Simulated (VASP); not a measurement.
Here is a VASP 6.6.1 calculation.

INCAR

```
PREC = Accurate ; ENCUT = 520
EDIFF = 1E-7 ; ISMEAR = -1
SIGMA = 0.1 ; LREAL = Auto
LASPH = True ; NELM = 80
ALGO = Normal ; ISIF = 2
LWAVE = False ; LCHARG = True
GGA = PE ; LELF = True
LVHAR = True ; NBANDS = 66
```

Contents of KPOINTS:

```
regular mesh
0
Gamma
  2 2 2
```

The input POSCAR:

```
I
1.0
    7.3117060000      4.8324780000      0.0000000000
    7.3117060000     -4.8324780000      0.0000000000
    0.0000000000      0.0000000000     -9.8564430000
I
15
Direct
    0.1086632817      0.3912294930      0.8749378452
    0.1270998632      0.3728861865      0.3698891172
    0.2834283899      0.2166926489      0.6211171718
    0.1219210024      0.8890065431      0.8772051946
    0.1442593584      0.8714413549      0.3771431540
    0.4517048895      0.5313108390      0.1277460845
    0.2973926544      0.7124443111      0.6277129589
    0.6103690944      0.3781501376      0.8772854467
    0.6279818970      0.3560056977      0.3770965855
    0.9684738056      0.0471626273      0.1277553170
    0.7869232717      0.2027623092      0.6276873919
    0.5264112921      0.9737480415      1.0899876355
    0.6543477587      0.8455658046      0.3584187521
    0.9498385214      0.5501253721      0.1236216757
    0.7874269288      0.7123360541      0.6209152734
```

Potentials or basis: VASP PAW PBE potentials, release 64 (I).

Launch:

```sh
$ cat potpaw_PBE.64/I/POTCAR > POTCAR
$ mpirun -np 1 vasp_std > vasp.out
```

Problem. Estimate the largest force.

Solution. 0.090 eV/Å.

Problem. Predict the pressure.

Solution. 0.4 GPa.

Problem. Estimate the band gap on the k mesh.

Solution. Zero (an odd number of electrons rules out a gap without spin polarisation).

Forces on the atoms (eV/Å):
```
I   -0.001  0.070  0.009
I   -0.002 -0.038 -0.002
I   -0.001 -0.031 -0.004
I    0.007  0.082  0.004
I   -0.014 -0.062  0.006
I   -0.023  0.071 -0.001
I   -0.018 -0.050  0.001
I   -0.006  0.084  0.004
I    0.012 -0.061  0.007
I    0.029  0.067 -0.001
I    0.022 -0.049  0.001
I   -0.002 -0.014 -0.064
I   -0.001 -0.031 -0.009
I   -0.003  0.049  0.022
I    0.000 -0.087  0.026
```

Caveat: the k points lie up to 0.39 Å⁻¹ apart, too coarse for converged energies and pressures of a metal; spin-orbit coupling is left out, which moves the levels of the heavy elements; an odd number of electrons without spin polarisation forces a metal; a magnetic or distorted state may lie lower.
